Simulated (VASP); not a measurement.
# RbCl (Fm-3m) in VASP: a series of runs, part 2 of 2

VASP 6.6.1. The steps go on from the part before.

### 4 Single point, PBEsol

The input, INCAR:

```
PREC     = Accurate       # precision mode
ENCUT    = 500            # plane-wave cutoff, eV
EDIFF    = 1E-6           # SCF threshold, eV
ISMEAR   = 0              # smearing method
SIGMA    = 0.01           # smearing width, eV
LREAL    = F              # projectors in reciprocal space
LASPH    = T              # aspherical terms in the spheres
NELM     = 120            # most SCF steps
ALGO     = Normal         # electronic algorithm
ISIF     = 2              # what is computed and relaxed
LWAVE    = F              # write WAVECAR
LCHARG   = F              # write CHGCAR
GGA      = PS             # functional
NBANDS   = 15             # bands
GGA_COMPAT= F
```

The input, KPOINTS:

```
regular mesh
0
Gamma
  3 3 3
```

The input, POSCAR:

```
RbCl
1.0
    0.0000000000      3.3057264139      3.3057264139
    3.3057264139      0.0000000000      3.3057264139
    3.3057264139      3.3057264139      0.0000000000
Rb Cl
1 1
Direct
    0.0000000000      0.0000000000      0.0000000000
    0.5000000000      0.5000000000      0.5000000000
```

Potentials or basis: VASP PAW PBE potentials, release 64 (Rb_sv, Cl).

Started as:

```sh
cat potpaw_PBE.64/Rb_sv/POTCAR potpaw_PBE.64/Cl/POTCAR > POTCAR
mpirun -np 1 vasp_std > vasp.out
```

OUTCAR:

```text
PREC = Accurate
   ENCUT = 500
   EDIFF = 1E-6
   ISMEAR = 0
   LREAL = F
   LASPH = T
   NELM = 120
   ISIF = 2
   GGA = PS

 ion  position               nearest neighbor table
   1  0.000  0.000  0.000-   2 3.31   2 3.31   2 3.31   2 3.31   2 3.31   2 3.31
   2  0.500  0.500  0.500-   1 3.31   1 3.31   1 3.31   1 3.31   1 3.31   1 3.31

  LATTYP: Found a face centered cubic cell.
 ALAT       =     6.6114528278

  Lattice vectors:

 A1 = (   0.0000000000,   3.3057264139,   3.3057264139)
 A2 = (   3.3057264139,   0.0000000000,   3.3057264139)
 A3 = (   3.3057264139,   3.3057264139,   0.0000000000)

Analysis of symmetry for initial positions (statically):
=====================================================================
 Subroutine PRICEL returns:
 Original cell was already a primitive cell.

 Routine SETGRP: Setting up the symmetry group for a
 face centered cubic supercell.

 Subroutine GETGRP returns: Found 48 space group operations
 (whereof 48 operations were pure point group operations)
 out of a pool of 48 trial point group operations.

The static configuration has the point symmetry O_h .

Analysis of symmetry for dynamics (positions and initial velocities):
=====================================================================
 Subroutine PRICEL returns:
 Original cell was already a primitive cell.

 Routine SETGRP: Setting up the symmetry group for a
 face centered cubic supercell.

 Subroutine GETGRP returns: Found 48 space group operations
 (whereof 48 operations were pure point group operations)
 out of a pool of 48 trial point group operations.

The dynamic configuration has the point symmetry O_h .

 Subroutine INISYM returns: Found 48 space group operations
 (whereof 48 operations are pure point group operations),
 and found     1 'primitive' translations

----------------------------------------------------------------------------------------

[... 100 lines left out ...]
   LEPSILON=     F    determine dielectric tensor
   LRPA    =     F    only Hartree local field effects (RPA)
 non-spin polarized calculation
 Gauss-broadening in eV      SIGMA  =   0.01
  energy-cutoff  :      500.00
  volume of cell :       72.25
 maximum number of plane-waves:      1853
 NGX is ok and might be reduce to    36
   NGX = 17   NGY = 17   NGZ = 17

 number of electron      16.0000002 magnetization

 Free energy of the ion-electron system (eV)
  ---------------------------------------------------
  ext. energy  EPLUGINS =         0.00000000
  ---------------------------------------------------
  free energy    TOTEN  =        -6.88996859 eV

  energy without entropy =       -6.88996859  energy(sigma->0) =       -6.88996859

 E-fermi :  -1.9387     XC(G=0):  -7.4651

 val. band max:       -1.9973877110   @ k =   0.0000   0.0000   0.0000
 cond. band min:       2.8053761640   @ k =   0.0000   0.0000   0.0000
 fundamental gap:      4.8027638751
 Fermi energy:        -1.9386529092

 k-point     1 :       0.0000    0.0000    0.0000
  band No.  band energies     occupation
      1     -25.9109      2.00000
      2     -13.9530      2.00000
      3      -9.9705      2.00000
      4      -9.9705      2.00000
      5      -9.9705      2.00000
      6      -1.9974      2.00000
      7      -1.9974      2.00000
      8      -1.9974      2.00000
      9       2.8054      0.00000
     10       5.8997      0.00000
     11       5.8997      0.00000
     12       5.8997      0.00000
     13       6.8688      0.00000
     14       6.8688      0.00000
[... 41 lines left out ...]
      2     -13.9559      2.00000
      3     -10.1493      2.00000
      4     -10.0178      2.00000
      5     -10.0010      2.00000
      6      -2.5453      2.00000
      7      -2.2750      2.00000
      8      -2.2593      2.00000
      9       5.2285      0.00000
     10       6.1690      0.00000
     11       7.2959      0.00000
     12       7.4944      0.00000
     13       8.3275      0.00000
     14       9.2376      0.00000
     15      10.3928      0.00000

------------------------ aborting loop because EDIFF is reached ----------------------------------------

  FORCE on cell =-STRESS in cart. coord.  units (eV):
  Direction    XX          YY          ZZ          XY          YZ          ZX
  --------------------------------------------------------------------------------------
  -------------------------------------------------------------------------------------
  Total       -0.2048179     -0.2048179     -0.2048179      0.0000000      0.0000000     -0.0000000
  in kB       -4.5420063     -4.5420063     -4.5420063      0.0000000      0.0000000     -0.0000000
  external PRESSURE =      -4.5420063 kB  Pullay stress =       0.0000000 kB

 VOLUME and BASIS-vectors are now :
 -----------------------------------------------------------------------------
  energy-cutoff  :      500.00
  volume of cell :       72.25
      direct lattice vectors                 reciprocal lattice vectors
     0.000000000  3.305726414  3.305726414    -0.151252686  0.151252686  0.151252686
     3.305726414  0.000000000  3.305726414     0.151252686 -0.151252686  0.151252686
     3.305726414  3.305726414  0.000000000     0.151252686  0.151252686 -0.151252686

 POSITION                                       TOTAL-FORCE (eV/Angst)
 -----------------------------------------------------------------------------------
      0.00000      0.00000      0.00000         0.000000      0.000000      0.000000
      3.30573      3.30573      3.30573         0.000000     -0.000000     -0.000000
 -----------------------------------------------------------------------------------
    total drift:                                0.000000      0.000000      0.000000

  FREE ENERGIE OF THE ION-ELECTRON SYSTEM (eV)
  ---------------------------------------------------
  free  energy   TOTEN  =        -6.8899685917 eV

  energy  without entropy=       -6.8899685917  energy(sigma->0) =       -6.88996859
```

OSZICAR:

```text
N       E                     dE             d eps       ncg     rms          rms(c)
DAV:   1     0.806407549458E+02    0.80641E+02   -0.67522E+03   120   0.900E+02
DAV:   2    -0.185457154059E+01   -0.82495E+02   -0.77850E+02   171   0.164E+02
DAV:   3    -0.706709904798E+01   -0.52125E+01   -0.51945E+01   155   0.440E+01
DAV:   4    -0.720320661050E+01   -0.13611E+00   -0.13610E+00   179   0.657E+00
DAV:   5    -0.720409269394E+01   -0.88608E-03   -0.88607E-03   155   0.531E-01    0.292E+00
DAV:   6    -0.689596319885E+01    0.30813E+00   -0.41211E-01   141   0.323E+00    0.218E+00
DAV:   7    -0.687603217869E+01    0.19931E-01   -0.92021E-02   162   0.168E+00    0.129E+00
DAV:   8    -0.688830671344E+01   -0.12275E-01   -0.15916E-02   158   0.780E-01    0.175E-01
DAV:   9    -0.688937571277E+01   -0.10690E-02   -0.13890E-03   155   0.193E-01    0.868E-02
DAV:  10    -0.688993957582E+01   -0.56386E-03   -0.51373E-04   134   0.133E-01    0.158E-02
DAV:  11    -0.688995851670E+01   -0.18941E-04   -0.27488E-05   155   0.319E-02    0.133E-02
DAV:  12    -0.688996861663E+01   -0.10100E-04   -0.23453E-05   134   0.249E-02    0.420E-03
DAV:  13    -0.688996859166E+01    0.24974E-07   -0.34521E-07   130   0.399E-03
   1 F= -.68899686E+01 E0= -.68899686E+01  d E =-.653078E-18
```

Run time: 14 s. Hardware: 1 thread of Intel Xeon 8259CL, shared host; peak memory 0.19 GiB.

Results:

| Property | Result |
| --- | --- |
| Free energy | -6.8900 eV |
| Pressure | -0.5 GPa |
| Band gap on the k mesh | 4.80 eV |

Levels at points of the mesh, in eV from the valence-band top:
| k point | band 4 | band 5 | band 6 | band 7 | band 8 | band 9 | band 10 | band 11 | band 12 | band 13 |
| --- | --- | --- | --- | --- | --- | --- | --- | --- | --- | --- |
| (0.00, 0.00, 0.00) | -7.97 | -7.97 | 0.00 | 0.00 | 0.00 | 4.80 | 7.90 | 7.90 | 7.90 | 8.87 |

Caveat: the k points lie up to 0.55 Å⁻¹ apart; the PAW data sets were made with another functional, which shifts forces and pressure a little.

### 5 Single point, PBEsol

The input, INCAR:

```
ALGO = Normal ; EDIFF = 1E-6
ENCUT = 500 ; GGA = PS
GGA_COMPAT = False ; ISIF = 2
ISMEAR = 0 ; LASPH = True
LCHARG = False ; LREAL = False
LWAVE = False ; NBANDS = 15
NELM = 120 ; PREC = Accurate
SIGMA = 0.01
```

The input, KPOINTS:

```
k-points
0
Gamma
  4 4 4
```

POSCAR is that of step 4.

Started as:

```sh
cat potpaw_PBE.64/Rb_sv/POTCAR potpaw_PBE.64/Cl/POTCAR > POTCAR
mpirun -np 1 vasp_std > vasp.out
```

Wall time 18 s (1 thread of Intel Xeon 8259CL, shared host); peak memory 0.19 GiB.

Results (log left out):

```
Free energy            : -6.8916 eV
Pressure               : -0.5 GPa
Band gap on the k mesh : 4.80 eV
```

Levels at points of the mesh, in eV from the valence-band top:
| k point | band 6 | band 7 | band 8 | band 9 | band 10 | band 11 |
| --- | --- | --- | --- | --- | --- | --- |
| (0.00, 0.00, 0.00) | 0.00 | 0.00 | 0.00 | 4.80 | 7.90 | 7.90 |
| (0.50, 0.00, 0.00) | -0.87 | -0.34 | -0.34 | 7.56 | 7.82 | 10.04 |
| (0.50, 0.50, 0.00) | -0.33 | -0.11 | -0.11 | 6.10 | 7.88 | 9.49 |

Caveat: the PAW data sets were made with another functional, which shifts forces and pressure a little. Expect the measured gap to be larger: semilocal functionals such as PBEsol lack the derivative discontinuity.

### 6 Summary

```csv
level,potentials or basis,k mesh,gap on the mesh (eV),pressure (GPa)
PBE,"VASP PAW PBE potentials, release 64 (Rb_sv, Cl)",2 × 2 × 2,4.93,0.8
LDA,"VASP PAW LDA potentials, release 64 (Rb_sv, Cl)",2 × 2 × 2,4.48,-1.5
PBEsol,"VASP PAW PBE potentials, release 64 (Rb_sv, Cl)",3 × 3 × 3,4.80,-0.5
PBEsol,"VASP PAW PBE potentials, release 64 (Rb_sv, Cl)",4 × 4 × 4,4.80,-0.5
```

Alike in all rows: task single point; no spin polarisation; cell as given; cutoff (eV) 500; smearing gaussian 0.01 eV.

Caveats: some runs use coarse meshes; the PAW data sets were made with another functional, which shifts forces and pressure a little (at least some runs).

Absolute energies hang on the potentials; compare differences alone.
